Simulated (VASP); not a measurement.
Write the native input for VASP 6.6.1 that does the following.

```yaml
Task: single point
Functional: r2SCAN
Potentials_or_basis: VASP PAW PBE potentials, release 64 (Rh_pv)
Cutoff: 520 eV
k_mesh: 11 × 11 × 6
Occupations: fermi-dirac, width 0.05 eV
Spin: no spin polarisation
Dipole_correction: no
Further_INCAR_settings: ALGO = Normal; EDIFF = 1e-06; NBANDS = 22
```

Crystal: Rh.

```xyz
2
Lattice="2.7491 0.0000 0.0000 -1.3745 2.3808 0.0000 0.0000 0.0000 4.4578" Properties=species:S:1:pos:R:3 pbc="T T T"
Rh    0.0000    1.5872    1.1145
Rh    1.3745    0.7936    3.3434
```

One way to write it, as run:

POSCAR

```
Rh
1.0
    2.7490655232      0.0000000000      0.0000000000
   -1.3745327616      2.3807605798      0.0000000000
    0.0000000000      0.0000000000      4.4578175964
Rh
2
Direct
    0.3333333333      0.6666666667      0.2500000000
    0.6666666667      0.3333333333      0.7500000000
```

INCAR.step1

```
SYSTEM = Rh
  PREC = Accurate
  ENCUT = 520
  ISMEAR = -1
  SIGMA = 0.05
  LREAL = .False.
  LASPH = .True.
  NELM = 80
  NBANDS = 22
  GGA = PE
  ALGO = Normal
  EDIFF = 1E-4
  LWAVE = .True.
  LCHARG = .False.
```

INCAR.step2

```
SYSTEM = Rh
  PREC = Accurate
  ENCUT = 520
  EDIFF = 1E-6
  ISMEAR = -1
  SIGMA = 0.05
  LREAL = .False.
  LASPH = .True.
  NELM = 80
  ALGO = Normal
  ISIF = 2
  LWAVE = .False.
  LCHARG = .False.
  METAGGA = R2SCAN
  LMIXTAU = .True.
  NBANDS = 22
  ISTART = 1
```

KPOINTS

```
Automatic mesh
0
Gamma
  11 11 6
  0 0 0
```

Potentials or basis: VASP PAW PBE potentials, release 64 (Rh_pv).

Run with:

```bash
$ cat potpaw_PBE.64/Rh_pv/POTCAR > POTCAR
$ cp INCAR.step1 INCAR
$ mpirun -np 1 vasp_std > vasp.out
$ cp INCAR.step2 INCAR
$ mpirun -np 1 vasp_std > vasp.out
```

It gave:

The pressure is -13.0 GPa. The band gap on the k mesh is zero (band 15 reaches 11.33 eV, above the bottom of band 16 at 9.13 eV).

Caveat: the PAW data sets were made with another functional, which shifts forces and pressure a little.

It took 76 s on 1 thread of Intel(R) Xeon(R) Platinum 8375C CPU @ 2.90GHz (Ice Lake) (shared host), peak memory 0.16 GiB.
